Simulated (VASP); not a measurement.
# Ge (R-3m) in VASP: relaxation of cell and atoms with r2SCAN

Aim: the relaxation of cell and atoms of Ge with r2SCAN.

All numbers are computed with VASP 6.6.1; they aren't measurements. Logs are shortened: lines on timing, memory, paths and dates and some standing lists are left out, and cuts for length are marked.

### 1 The cell of the first run

Symmetry: R-3m, No. 166, trigonal system. The conventional cell has a = 3.769 Å, b = 3.769 Å, c = 4.719 Å, α = 90.00°, β = 90.00°, γ = 120.00°. Within 3.5 Å of Ge (site symmetry -3m) lie 6 Ge at 2.68 Å.

### 2 Relaxation of cell and atoms, r2SCAN

POSCAR reads:

```
Ge
1.0
    1.8843690054      1.0879409525      1.5728986070
   -1.8843690054      1.0879409525      1.5728986070
    0.0000000000     -2.1758819050      1.5728986070
Ge
1
Direct
    0.5000000000      0.5000000000      0.5000000000
```

INCAR.step1 reads:

```
ALGO = Normal ; EDIFF = 1E-4
ENCUT = 600 ; GGA = PE
ISMEAR = 0 ; LASPH = T
LCHARG = F ; LREAL = F
LWAVE = T ; NELM = 100
PREC = Accurate ; SIGMA = 0.1
```

INCAR.step2 reads:

```
ALGO = Normal ; EDIFF = 1E-6
EDIFFG = -0.01 ; ENCUT = 600
IBRION = 2 ; ISIF = 3
ISMEAR = 0 ; ISTART = 1
LASPH = T ; LCHARG = F
LMIXTAU = T ; LREAL = F
LWAVE = F ; METAGGA = R2SCAN
NELM = 100 ; NSW = 100
PREC = Accurate ; SIGMA = 0.1
```

KPOINTS reads:

```
k-points
0
Gamma
  21 21 21
```

Potentials or basis: VASP PAW PBE potentials, release 64 (Ge_d).

Run with:

```console
cat potpaw_PBE.64/Ge_d/POTCAR > POTCAR
cp INCAR.step1 INCAR
mpirun -np 1 vasp_std > vasp.out
cp INCAR.step2 INCAR
mpirun -np 1 vasp_std > vasp.out
```

OUTCAR:

```text
EDIFF = 1E-6
   EDIFFG = -0.01
   ENCUT = 600
   IBRION = 2
   ISIF = 3
   ISMEAR = 0
   ISTART = 1
   LASPH = T
   LREAL = F
   METAGGA = R2SCAN
   NELM = 100
   NSW = 100
   PREC = Accurate

 ion  position               nearest neighbor table
   1  0.500  0.500  0.500-

  LATTYP: Found a trigonal (rhomboedric) cell.
 ALAT       =     2.6848597901
 COS(alpha) =     0.0148129859

  Lattice vectors:

 A1 = (   1.8843690054,   1.0879409525,   1.5728986070)
 A2 = (  -1.8843690054,   1.0879409525,   1.5728986070)
 A3 = (   0.0000000000,  -2.1758819050,   1.5728986070)

Analysis of symmetry for initial positions (statically):
=====================================================================
 Subroutine PRICEL returns:
 Original cell was already a primitive cell.

 Routine SETGRP: Setting up the symmetry group for a
 trigonal (rhombohedral) supercell.

 Subroutine GETGRP returns: Found 12 space group operations
 (whereof 12 operations were pure point group operations)
 out of a pool of 12 trial point group operations.

The static configuration has the point symmetry D_3d.

Analysis of symmetry for dynamics (positions and initial velocities):
=====================================================================
 Subroutine PRICEL returns:
 Original cell was already a primitive cell.

 Routine SETGRP: Setting up the symmetry group for a
 trigonal (rhombohedral) supercell.

 Subroutine GETGRP returns: Found 12 space group operations
 (whereof 12 operations were pure point group operations)
 out of a pool of 12 trial point group operations.

The dynamic configuration has the point symmetry D_3d.

 Subroutine INISYM returns: Found 12 space group operations
 (whereof 12 operations are pure point group operations),
 and found     1 'primitive' translations

----------------------------------------------------------------------------------------

                                     Primitive cell

  volume of cell :      19.3474

  direct lattice vectors                    reciprocal lattice vectors
     1.884369005  1.087940952  1.572898607     0.265340811  0.153194589  0.211922963
    -1.884369005  1.087940952  1.572898607    -0.265340811  0.153194589  0.211922963
     0.000000000 -2.175881905  1.572898607     0.000000000 -0.306389177  0.211922963

  length of vectors
     2.684859790  2.684859790  2.684859790     0.372539488  0.372539488  0.372539488

  position of ions in fractional coordinates (direct lattice)
     0.500000000  0.500000000  0.500000000

  ion indices of the primitive-cell ions
   primitive index   ion index
                 1           1

----------------------------------------------------------------------------------------

 KPOINTS: k-points

Automatic generation of k-mesh.
 Grid dimensions read from file:
 generate k-points for:   21   21   21

 Generating k-lattice:

  Cartesian coordinates                     Fractional coordinates (reciprocal lattice)
     0.012635277  0.007294980  0.010091570     0.047619048  0.000000000  0.000000000
    -0.012635277  0.007294980  0.010091570     0.000000000  0.047619048  0.000000000
     0.000000000 -0.014589961  0.010091570     0.000000000  0.000000000  0.047619048

  Length of vectors
     0.017739976  0.017739976  0.017739976

  Shift w.r.t. Gamma in fractional coordinates (k-lattice)
     0.000000000  0.000000000  0.000000000

 Subroutine IBZKPT returns following result:
 ===========================================

 Found    891 irreducible k-points:

 Following reciprocal coordinates:
            Coordinates               Weight
  0.000000  0.000000  0.000000      1.000000
  0.047619  0.000000 -0.000000      6.000000
  0.095238  0.000000 -0.000000      6.000000
  0.142857  0.000000 -0.000000      6.000000
  0.190476  0.000000 -0.000000      6.000000
  0.238095  0.000000 -0.000000      6.000000
[... 16 lines left out ...]
 -0.428571  0.047619  0.000000     12.000000
 -0.380952  0.047619  0.000000     12.000000
 [... further k-points ...]
   k-points           NKPTS =    891   k-points in BZ     NKDIM =    891   number of bands    NBANDS=     11
   number of dos      NEDOS =    301   number of ions     NIONS =      1
   total plane-waves  NPLWV =  13824
   dimension x,y,z NGX =    24 NGY =   24 NGZ =   24
   dimension x,y,z NGXF=    48 NGYF=   48 NGZF=   48
   ions per type =               1
   NGX,Y,Z   is equivalent  to a cutoff of  14.86, 14.86, 14.86 a.u.
   NGXF,Y,Z  is equivalent  to a cutoff of  29.72, 29.72, 29.72 a.u.
 SYSTEM =  unknown system
   PREC   = accura    normal or accurate (medium, high low for compatibility)
   ISTART =      1    job   : 0-new  1-cont  2-samecut
   ICHARG =      0    charge: 1-file 2-atom 10-const
   ISPIN  =      1    spin polarized calculation?
   LNONCOLLINEAR =      F non collinear calculations
   LSORBIT =      F    spin-orbit coupling
   LASPH  =      T    aspherical Exc in radial PAW
   ENCUT  =  600.0 eV  44.10 Ry    6.64 a.u.   5.36  5.36  5.36*2*pi/ulx,y,z
   NELM   =    100;   NELMIN=  2; NELMDL=  0     # of ELM steps
   EDIFF  = 0.1E-05   stopping-criterion for ELM
   LREAL  =      F    real-space projection
   EDIFFG = -.1E-01   stopping-criterion for IOM
   NSW    =    100    number of steps for IOM
   IBRION =      2    ionic relax: 0-MD 1-quasi-New 2-CG
   NFREE  =      1    steps in history (QN), initial steepest desc. (CG)
   ISIF   =      3    stress and relaxation
   ISYM   =      2    0-nonsym 1-usesym 2-fastsym
   POTIM  = 0.5000    time-step for ionic-motion
   TEBEG  =    0.0;   TEEND  =   0.0 temperature during run
   PSTRESS=    0.0 pullay stress
   NELECT =      14.0000    total number of electrons
   NUPDOWN=      -1.0000    fix difference up-down
   EMIN   =  10.00;   EMAX   =-10.00  energy-range for DOS
   EFERMI =   0.00;   METHOD = LEGACY
   ISMEAR =     0;   SIGMA  =   0.10  broadening in eV -4-tet -1-fermi 0-gaus
   EFERMI_NEDOS =   21; number of points for ismear=-14 and -15
   IALGO  =     38    algorithm
   IMIX   =      4    mixing-type and parameters
     AMIX     =   0.40;   BMIX     =  1.00
     AMIX_MAG =   1.60;   BMIX_MAG =  1.00
  volume/ion in A,a.u.               =      19.35       130.56
  Fermi-wavevector in a.u.,A,eV,Ry     =   1.469749  2.777422 29.390779  2.160161
  Thomas-Fermi vector in A             =   2.585089
   LORBIT       =      0    0 simple, 1 ext, 2 COOP (PROOUT), +10 PAW based schemes
   METAGGA = R2SCAN    functional components
   LHFCALC =     F    Hartree Fock is set to
   AEXX    =    0.0000 exact exchange contribution
   IVDW    =     0    specifies the selected vdW correction
   LEPSILON=     F    determine dielectric tensor
   LRPA    =     F    only Hartree local field effects (RPA)
 conjugate gradient relaxation of ions
 non-spin polarized calculation
 Gauss-broadening in eV      SIGMA  =   0.10
  energy-cutoff  :      600.00
  volume of cell :       19.35
 maximum number of plane-waves:       667
 NGX is ok and might be reduce to    24
   NGX = 11   NGY = 11   NGZ = 11

--------------------------------------- Ionic step        1  -------------------------------------------

 number of electron      13.9999989 magnetization

 Free energy of the ion-electron system (eV)
  ---------------------------------------------------
  ext. energy  EPLUGINS =         0.00000000
  ---------------------------------------------------
  free energy    TOTEN  =       -13.51990608 eV

  energy without entropy =      -13.51766496  energy(sigma->0) =      -13.51878552

------------------------ aborting loop because EDIFF is reached ----------------------------------------

  FORCE on cell =-STRESS in cart. coord.  units (eV):
  Direction    XX          YY          ZZ          XY          YZ          ZX
  --------------------------------------------------------------------------------------
  -------------------------------------------------------------------------------------
  Total       -0.0277646     -0.0277646     -0.0961036      0.0000000      0.0000000      0.0000000
  in kB       -2.2992079     -2.2992079     -7.9584215      0.0000000      0.0000000      0.0000000
  external PRESSURE =      -4.1856124 kB  Pullay stress =       0.0000000 kB
[... 86 lines left out ...]
  FREE ENERGIE OF THE ION-ELECTRON SYSTEM (eV)
  ---------------------------------------------------
  free  energy   TOTEN  =       -13.5203198944 eV

  energy  without entropy=      -13.5180479765  energy(sigma->0) =      -13.51918394

[... ionic steps 4 to 7 ...]

--------------------------------------- Ionic step        8  -------------------------------------------

 number of electron      13.9999990 magnetization

------------------------ aborting loop because EDIFF is reached ----------------------------------------

  FORCE on cell =-STRESS in cart. coord.  units (eV):
  Direction    XX          YY          ZZ          XY          YZ          ZX
  --------------------------------------------------------------------------------------
  -------------------------------------------------------------------------------------
  Total        0.0342909      0.0342909     -0.0173762     -0.0000000      0.0000000     -0.0000000
  in kB        2.8661373      2.8661373     -1.4523543     -0.0000000      0.0000000     -0.0000000
  external PRESSURE =       1.4266401 kB  Pullay stress =       0.0000000 kB
[... 55 lines left out ...]
  energy  without entropy=      -13.5181031894  energy(sigma->0) =      -13.51927208

--------------------------------------- Ionic step       10  -------------------------------------------

 number of electron      13.9999991 magnetization

 Free energy of the ion-electron system (eV)
  ---------------------------------------------------
  ext. energy  EPLUGINS =         0.00000000
  ---------------------------------------------------
  free energy    TOTEN  =       -13.52063525 eV

  energy without entropy =      -13.51815110  energy(sigma->0) =      -13.51939317

 E-fermi :   6.1636     XC(G=0): -12.1197

 val. band max:        6.1626360572   @ k =  -0.3333  -0.3810   0.0952
 cond. band min:       6.1677677158   @ k =  -0.3810  -0.4286   0.2381
 fundamental gap:      0.0051316586
 Fermi energy:         6.1636243482

 k-point     1 :       0.0000    0.0000    0.0000
  band No.  band energies     occupation
      1     -19.2642      2.00000
      2     -19.2642      2.00000
      3     -18.9742      2.00000
      4     -18.9742      2.00000
      5     -18.9734      2.00000
      6      -7.4781      2.00000
      7      13.2936      0.00000
      8      13.2936      0.00000
      9      13.3166      0.00000
     10      16.7805      0.00000
     11      16.7805      0.00000
[... 309 lines left out ...]
 k-point    24 :      -0.3810    0.0476    0.0000
  band No.  band energies     occupation
      1     -19.2463      2.00000
      2     -19.0717      2.00000
      3     -19.0417      2.00000
      4     -19.0391      2.00000
      5     -18.9701      2.00000
      6      -4.4909      2.00000
      7       1.9269      2.00000
      8      15.0449      0.00000
      9      15.8607      0.00000
     10      19.7937      0.00000
     11      21.5954      0.00000

 [... further k-points ...]

------------------------ aborting loop because EDIFF is reached ----------------------------------------

  FORCE on cell =-STRESS in cart. coord.  units (eV):
  Direction    XX          YY          ZZ          XY          YZ          ZX
  --------------------------------------------------------------------------------------
  -------------------------------------------------------------------------------------
  Total        0.0073673      0.0073673     -0.0045376      0.0000000     -0.0000000      0.0000000
  in kB        0.6145031      0.6145031     -0.3784746      0.0000000     -0.0000000      0.0000000
  external PRESSURE =       0.2835106 kB  Pullay stress =       0.0000000 kB
[... 16 lines left out ...]
  FREE ENERGIE OF THE ION-ELECTRON SYSTEM (eV)
  ---------------------------------------------------
  free  energy   TOTEN  =       -13.5206352504 eV

  energy  without entropy=      -13.5181510970  energy(sigma->0) =      -13.51939317

 reached required accuracy - stopping structural energy minimisation
```

It took 1.6 h on 1 thread of Oxide Virtual Turin-like, shared host; peak memory 0.33 GiB.

Results:

```yaml
Free_energy: -13.5206 eV
Relaxed_volume: 19.21 Å³/atom
Relaxed_cell: a = 2.678 Å, b = 2.678 Å, c = 2.678 Å, α = 89.86°, β = 89.86°, γ = 89.86°
Space_group_after_relaxing_to_0.1_Å: Pm-3m (No. 221)
Energy_gained_by_relaxing: 0.7 meV/atom
Ionic_steps: 10
Pressure_after_relaxing: 0.0 GPa
Band_gap_on_the_k_mesh: zero (bands 7 and 8 overlap by 9.82 eV)
```

Step by step:
| step | energy change (eV) | largest force (eV/Å) | pressure (GPa) | volume (Å³) |
| --- | --- | --- | --- | --- |
| 1 | 0.0000 | 0.0000 | -0.42 | 19.35 |
| 2 | -0.0004 | 0.0000 | 0.00 | 19.21 |
| 3 | -0.0004 | 0.0000 | 0.06 | 19.19 |
| 4 | -0.0004 | 0.0000 | 0.25 | 19.15 |
| 5 | -0.0004 | 0.0000 | -0.05 | 19.17 |
| 6 | -0.0004 | 0.0000 | 0.18 | 19.16 |
| 7 | -0.0004 | 0.0000 | 0.16 | 19.16 |
| 8 | -0.0004 | 0.0000 | 0.14 | 19.17 |
| 9 | -0.0005 | 0.0000 | 0.13 | 19.18 |
| 10 | -0.0007 | 0.0000 | 0.03 | 19.21 |

Final structure:
```cif
data_structure
_symmetry_space_group_name_H-M 'P 1'
_symmetry_Int_Tables_number 1
_cell_length_a 2.6781
_cell_length_b 2.6781
_cell_length_c 2.6781
_cell_angle_alpha 89.861
_cell_angle_beta 89.861
_cell_angle_gamma 89.861
_cell_volume 19.21
loop_
_atom_site_label
_atom_site_type_symbol
_atom_site_fract_x
_atom_site_fract_y
_atom_site_fract_z
_atom_site_occupancy
Ge1 Ge 0.50000 0.50000 0.50000 1
```

Caveat: the PAW data sets were made with another functional, which shifts forces and pressure a little.
